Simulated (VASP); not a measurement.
# LiF (I4/mmm) in VASP: further runs

The runs below take LiF through single point, with r2SCAN.

Program: VASP 6.6.1. These are calculated values, not measurements. Logs are shortened: lines on timing, memory, paths and dates and some standing lists are left out, and cuts for length are marked.

## Step 1: The cell of the first run

It takes space group I4/mmm (No. 139, tetragonal). The conventional cell has a = 2.848 Å, b = 2.848 Å, c = 3.927 Å, α = 90.00°, β = 90.00°, γ = 90.00°. Within 2.6 Å of Li (site symmetry 4/mmm) lie 6 F at 1.96 to 2.01 Å. Within 2.6 Å of F (site symmetry 4/mmm) lie 6 Li at 1.96 to 2.01 Å.

## Step 2: Single point, r2SCAN (strain -0.0250 x Voigt [0, 1, 0, 0, 0, 0])

Contents of POSCAR:

```
LiF
1.0
    0.0000000000      1.9636500000      2.0140000000
    2.0140000000      0.0000000000      2.0140000000
    2.0140000000      1.9636500000      0.0000000000
Li F
1 1
Direct
    0.0000000000      0.0000000000      0.0000000000
    0.5000000000      0.5000000000      0.5000000000
```

Contents of INCAR.step1:

```
PREC     = Accurate       # precision mode
ENCUT    = 520            # plane-wave cutoff, eV
ISMEAR   = 0              # smearing method
SIGMA    = 0.05           # smearing width, eV
LREAL    = F              # projectors in reciprocal space
LASPH    = T              # aspherical terms in the spheres
NELM     = 80             # most SCF steps
NBANDS   = 12             # bands
GGA      = PE             # functional
ALGO     = Normal         # electronic algorithm
EDIFF    = 1E-4           # SCF threshold, eV
LWAVE    = T              # write WAVECAR
LCHARG   = F              # write CHGCAR
```

Contents of INCAR.step2:

```
PREC     = Accurate       # precision mode
ENCUT    = 520            # plane-wave cutoff, eV
EDIFF    = 1E-7           # SCF threshold, eV
ISMEAR   = 0              # smearing method
SIGMA    = 0.05           # smearing width, eV
LREAL    = F              # projectors in reciprocal space
LASPH    = T              # aspherical terms in the spheres
NELM     = 80             # most SCF steps
ALGO     = Normal         # electronic algorithm
ISIF     = 2              # what is computed and relaxed
LWAVE    = F              # write WAVECAR
LCHARG   = T              # write CHGCAR
METAGGA  = R2SCAN         # meta-GGA
LMIXTAU  = T            
LELF     = T              # ELF
LVHAR    = T            
NBANDS   = 12             # bands
ISTART   = 1
```

Contents of KPOINTS:

```
Automatic mesh
0
Gamma
  10 10 10
```

Potentials or basis: VASP PAW PBE potentials, release 64 (Li_sv, F).

Command:

```
cat potpaw_PBE.64/Li_sv/POTCAR potpaw_PBE.64/F/POTCAR > POTCAR
cp INCAR.step1 INCAR
mpirun -np 1 vasp_std > vasp.out
cp INCAR.step2 INCAR
mpirun -np 1 vasp_std > vasp.out
```

OUTCAR:

```text
PREC = Accurate
   ENCUT = 520
   EDIFF = 1E-7
   ISMEAR = 0
   LREAL = F
   LASPH = T
   NELM = 80
   ISIF = 2
   METAGGA = R2SCAN
   ISTART = 1

 ion  position               nearest neighbor table
   1  0.000  0.000  0.000-   2 1.96   2 1.96   2 2.01   2 2.01   2 2.01   2 2.01
   2  0.500  0.500  0.500-   1 1.96   1 1.96   1 2.01   1 2.01   1 2.01   1 2.01

  LATTYP: Found a body centered tetragonal cell.
 ALAT       =     2.8482261146
 C/A-ratio  =     1.3788582233

  Lattice vectors:

 A1 = (   0.0000000000,  -1.9636500000,   2.0140000000)
 A2 = (   0.0000000000,  -1.9636500000,  -2.0140000000)
 A3 = (   2.0140000000,   1.9636500000,   0.0000000000)

Analysis of symmetry for initial positions (statically):
=====================================================================
 Subroutine PRICEL returns:
 Original cell was already a primitive cell.

 Routine SETGRP: Setting up the symmetry group for a
 body centered tetragonal supercell.

 Subroutine GETGRP returns: Found 16 space group operations
 (whereof 16 operations were pure point group operations)
 out of a pool of 16 trial point group operations.

The static configuration has the point symmetry D_4h.

Analysis of symmetry for dynamics (positions and initial velocities):
=====================================================================
 Subroutine PRICEL returns:
 Original cell was already a primitive cell.

 Routine SETGRP: Setting up the symmetry group for a
 body centered tetragonal supercell.

 Subroutine GETGRP returns: Found 16 space group operations
 (whereof 16 operations were pure point group operations)
 out of a pool of 16 trial point group operations.

The dynamic configuration has the point symmetry D_4h.

 Subroutine INISYM returns: Found 16 space group operations
 (whereof 16 operations are pure point group operations),
 and found     1 'primitive' translations

----------------------------------------------------------------------------------------

                                     Primitive cell

  volume of cell :      15.9299

  direct lattice vectors                    reciprocal lattice vectors
     0.000000000  1.963650000  2.014000000    -0.248262165  0.254627861  0.248262165
     2.014000000  0.000000000  2.014000000     0.248262165 -0.254627861  0.248262165
     2.014000000  1.963650000  0.000000000     0.248262165  0.254627861 -0.248262165

  length of vectors
     2.812848614  2.848226115  2.812848614     0.433709065  0.433709065  0.433709065

  position of ions in fractional coordinates (direct lattice)
     0.000000000  0.000000000  0.000000000
     0.500000000  0.500000000  0.500000000

  ion indices of the primitive-cell ions
   primitive index   ion index
                 1           1
                 2           2

----------------------------------------------------------------------------------------

 KPOINTS: Automatic mesh

Automatic generation of k-mesh.
 Grid dimensions read from file:
 generate k-points for:   10   10   10

 Generating k-lattice:

  Cartesian coordinates                     Fractional coordinates (reciprocal lattice)
    -0.024826216  0.025462786  0.024826216     0.100000000  0.000000000  0.000000000
     0.024826216 -0.025462786  0.024826216     0.000000000  0.100000000  0.000000000
     0.024826216  0.025462786 -0.024826216     0.000000000  0.000000000  0.100000000

  Length of vectors
     0.043370906  0.043370906  0.043370906

  Shift w.r.t. Gamma in fractional coordinates (k-lattice)
     0.000000000  0.000000000  0.000000000

 Subroutine IBZKPT returns following result:
 ===========================================

 Found    102 irreducible k-points:

 Following reciprocal coordinates:
            Coordinates               Weight
  0.000000  0.000000  0.000000      1.000000
  0.100000  0.000000  0.000000      8.000000
  0.200000  0.000000  0.000000      8.000000
  0.300000  0.000000 -0.000000      8.000000
  0.400000  0.000000 -0.000000      8.000000
  0.500000  0.000000 -0.000000      4.000000
[... 16 lines left out ...]
  0.300000  0.300000  0.000000      4.000000
  0.400000  0.300000 -0.000000     16.000000
 [... further k-points ...]
   k-points           NKPTS =    102   k-points in BZ     NKDIM =    102   number of bands    NBANDS=     12
   number of dos      NEDOS =    301   number of ions     NIONS =      2
   total plane-waves  NPLWV =  13824
   dimension x,y,z NGX =    24 NGY =   24 NGZ =   24
   dimension x,y,z NGXF=    48 NGYF=   48 NGZF=   48
   ions per type =               1   1
   NGX,Y,Z   is equivalent  to a cutoff of  14.18, 14.01, 14.18 a.u.
   NGXF,Y,Z  is equivalent  to a cutoff of  28.37, 28.02, 28.37 a.u.
 SYSTEM =  unknown system
   PREC   = accura    normal or accurate (medium, high low for compatibility)
   ISTART =      1    job   : 0-new  1-cont  2-samecut
   ICHARG =      0    charge: 1-file 2-atom 10-const
   ISPIN  =      1    spin polarized calculation?
   LNONCOLLINEAR =      F non collinear calculations
   LSORBIT =      F    spin-orbit coupling
   LASPH  =      T    aspherical Exc in radial PAW
   ENCUT  =  520.0 eV  38.22 Ry    6.18 a.u.   5.23  5.30  5.23*2*pi/ulx,y,z
   NELM   =     80;   NELMIN=  2; NELMDL=  0     # of ELM steps
   EDIFF  = 0.1E-06   stopping-criterion for ELM
   LREAL  =      F    real-space projection
   EDIFFG = 0.1E-05   stopping-criterion for IOM
   NSW    =      0    number of steps for IOM
   IBRION =     -1    ionic relax: 0-MD 1-quasi-New 2-CG
   NFREE  =      0    steps in history (QN), initial steepest desc. (CG)
   ISIF   =      2    stress and relaxation
   ISYM   =      2    0-nonsym 1-usesym 2-fastsym
   POTIM  = 0.5000    time-step for ionic-motion
   TEBEG  =    0.0;   TEEND  =   0.0 temperature during run
   PSTRESS=    0.0 pullay stress
   NELECT =      10.0000    total number of electrons
   NUPDOWN=      -1.0000    fix difference up-down
   EMIN   =  10.00;   EMAX   =-10.00  energy-range for DOS
   EFERMI =   0.00;   METHOD = LEGACY
   ISMEAR =     0;   SIGMA  =   0.05  broadening in eV -4-tet -1-fermi 0-gaus
   EFERMI_NEDOS =   21; number of points for ismear=-14 and -15
   IALGO  =     38    algorithm
   IMIX   =      4    mixing-type and parameters
     AMIX     =   0.40;   BMIX     =  1.00
     AMIX_MAG =   1.60;   BMIX_MAG =  1.00
  volume/ion in A,a.u.               =       7.96        53.75
  Fermi-wavevector in a.u.,A,eV,Ry     =   1.401750  2.648923 26.734120  1.964902
  Thomas-Fermi vector in A             =   2.524580
   LORBIT       =      0    0 simple, 1 ext, 2 COOP (PROOUT), +10 PAW based schemes
   METAGGA = R2SCAN    functional components
   LHFCALC =     F    Hartree Fock is set to
   AEXX    =    0.0000 exact exchange contribution
   IVDW    =     0    specifies the selected vdW correction
   LEPSILON=     F    determine dielectric tensor
   LRPA    =     F    only Hartree local field effects (RPA)
 non-spin polarized calculation
 Gauss-broadening in eV      SIGMA  =   0.05
  energy-cutoff  :      520.00
  volume of cell :       15.93
 maximum number of plane-waves:       444
 NGX is ok and might be reduce to    24
   NGX = 11   NGY = 11   NGZ = 11

 number of electron       9.9999994 magnetization

 Free energy of the ion-electron system (eV)
  ---------------------------------------------------
  ext. energy  EPLUGINS =         0.00000000
  ---------------------------------------------------
  free energy    TOTEN  =       -11.90082795 eV

  energy without entropy =      -11.90082795  energy(sigma->0) =      -11.90082795

 E-fermi :  -1.1186     XC(G=0): -10.6780

 val. band max:       -1.4645258576   @ k =   0.0000   0.0000   0.0000
 cond. band min:       9.0333320767   @ k =   0.0000   0.0000   0.0000
 fundamental gap:     10.4978579343
 Fermi energy:        -1.1186432186

 k-point     1 :       0.0000    0.0000    0.0000
  band No.  band energies     occupation
      1     -43.5029      2.00000
      2     -22.6504      2.00000
      3      -1.5299      2.00000
      4      -1.4645      2.00000
      5      -1.4645      2.00000
      6       9.0333      0.00000
      7      24.1914      0.00000
      8      24.1915      0.00000
      9      24.3989      0.00000
     10      24.7382      0.00000
     11      24.7388      0.00000
     12      25.4301      0.00000

 k-point     2 :       0.1000    0.0000    0.0000
  band No.  band energies     occupation
      1     -43.4969      2.00000
      2     -22.6122      2.00000
      3      -1.7767      2.00000
      4      -1.5249      2.00000
      5      -1.4945      2.00000
      6       9.3121      0.00000
      7      21.4057      0.00000
      8      23.0015      0.00000
      9      23.4140      0.00000
     10      25.5827      0.00000
     11      25.7039      0.00000
     12      26.1723      0.00000

 k-point     3 :       0.2000    0.0000    0.0000
  band No.  band energies     occupation
      1     -43.4810      2.00000
      2     -22.5088      2.00000
      3      -2.4698      2.00000
      4      -1.5799      2.00000
      5      -1.5715      2.00000
      6       9.9323      0.00000
      7      18.8568      0.00000
      8      21.4063      0.00000
      9      21.9182      0.00000
     10      26.8663      0.00000
     11      26.8764      0.00000
     12      27.2247      0.00000

 k-point     4 :       0.3000    0.0000   -0.0000
  band No.  band energies     occupation
      1     -43.4613      2.00000
      2     -22.3761      2.00000
      3      -3.2491      2.00000
      4      -1.6637      2.00000
      5      -1.6426      2.00000
      6      10.4152      0.00000
      7      17.4210      0.00000
      8      20.0710      0.00000
      9      20.5953      0.00000
     10      28.4260      0.00000
     11      28.5994      0.00000
     12      28.8317      0.00000

 k-point     5 :       0.4000    0.0000   -0.0000
  band No.  band energies     occupation
      1     -43.4453      2.00000
      2     -22.2643      2.00000
      3      -3.8341      2.00000
      4      -1.7361      2.00000
      5      -1.6914      2.00000
      6      10.5213      0.00000
      7      16.9913      0.00000
      8      19.2134      0.00000
      9      19.7300      0.00000
     10      30.1077      0.00000
     11      30.3978      0.00000
     12      30.7248      0.00000
[... 228 lines left out ...]
      1     -43.4404      2.00000
      2     -22.1973      2.00000
      3      -3.5283      2.00000
      4      -2.6731      2.00000
      5      -1.7365      2.00000
      6      11.7956      0.00000
      7      15.7241      0.00000
      8      19.7733      0.00000
      9      20.0299      0.00000
     10      29.1195      0.00000
     11      29.4865      0.00000
     12      30.3253      0.00000

 k-point    22 :      -0.2000    0.2000   -0.0000
  band No.  band energies     occupation
      1     -43.4547      2.00000
      2     -22.3169      2.00000
      3      -3.1210      2.00000
      4      -2.3665      2.00000
      5      -1.6021      2.00000
      6      11.1699      0.00000
      7      16.4685      0.00000
      8      20.1859      0.00000
      9      20.5952      0.00000
     10      27.2954      0.00000
     11      28.4444      0.00000
     12      30.5168      0.00000

 k-point    23 :       0.3000    0.3000    0.0000
  band No.  band energies     occupation
      1     -43.4513      2.00000
      2     -22.2348      2.00000
      3      -3.4422      2.00000
      4      -2.2341      2.00000
      5      -2.1001      2.00000
      6      12.1505      0.00000
      7      17.7015      0.00000
      8      19.4405      0.00000
      9      20.8060      0.00000
     10      21.2288      0.00000
     11      34.9484      0.00000
     12      35.4175      0.00000

 k-point    24 :       0.4000    0.3000   -0.0000
  band No.  band energies     occupation
      1     -43.4395      2.00000
      2     -22.1248      2.00000
      3      -3.8771      2.00000
      4      -2.4122      2.00000
      5      -2.2366      2.00000
      6      12.9631      0.00000
      7      16.6465      0.00000
      8      18.9506      0.00000
      9      20.7515      0.00000
     10      21.8029      0.00000
     11      34.6055      0.00000
     12      35.5152      0.00000

 [... further k-points ...]
[... 5 lines left out ...]
  --------------------------------------------------------------------------------------
  -------------------------------------------------------------------------------------
  Total       -0.1849258      0.0739632     -0.1849258      0.0000000      0.0000000      0.0000000
  in kB      -18.5992396      7.4389769    -18.5992396      0.0000000      0.0000000      0.0000000
  external PRESSURE =      -9.9198341 kB  Pullay stress =       0.0000000 kB

 VOLUME and BASIS-vectors are now :
 -----------------------------------------------------------------------------
  energy-cutoff  :      520.00
  volume of cell :       15.93
      direct lattice vectors                 reciprocal lattice vectors
     0.000000000  1.963650000  2.014000000    -0.248262165  0.254627861  0.248262165
     2.014000000  0.000000000  2.014000000     0.248262165 -0.254627861  0.248262165
     2.014000000  1.963650000  0.000000000     0.248262165  0.254627861 -0.248262165

 POSITION                                       TOTAL-FORCE (eV/Angst)
 -----------------------------------------------------------------------------------
      0.00000      0.00000      0.00000        -0.000000     -0.000000      0.000000
      2.01400      1.96365      2.01400         0.000000      0.000000     -0.000000
 -----------------------------------------------------------------------------------
    total drift:                               -0.000000     -0.000000      0.000000

  FREE ENERGIE OF THE ION-ELECTRON SYSTEM (eV)
  ---------------------------------------------------
  free  energy   TOTEN  =       -11.9008279535 eV

  energy  without entropy=      -11.9008279535  energy(sigma->0) =      -11.90082795
```

It took 96 s on 1 thread of Intel Xeon 8259CL, shared host; peak memory 0.14 GiB.

Results:

| Item | Value |
| --- | --- |
| Free energy | -11.9008 eV |
| Band gap on the k mesh | 10.50 eV |

Caveat: the cell differs from its parent crystal (strain -0.0250 x Voigt [0, 1, 0, 0, 0, 0]); the cutoff is under 1.25 times the usual one of these potentials, so pressure, stress and relaxed cells hold a basis-set (Pulay) error; the PAW data sets were made with another functional, which shifts forces and pressure a little.

[end of part 1 of 2]
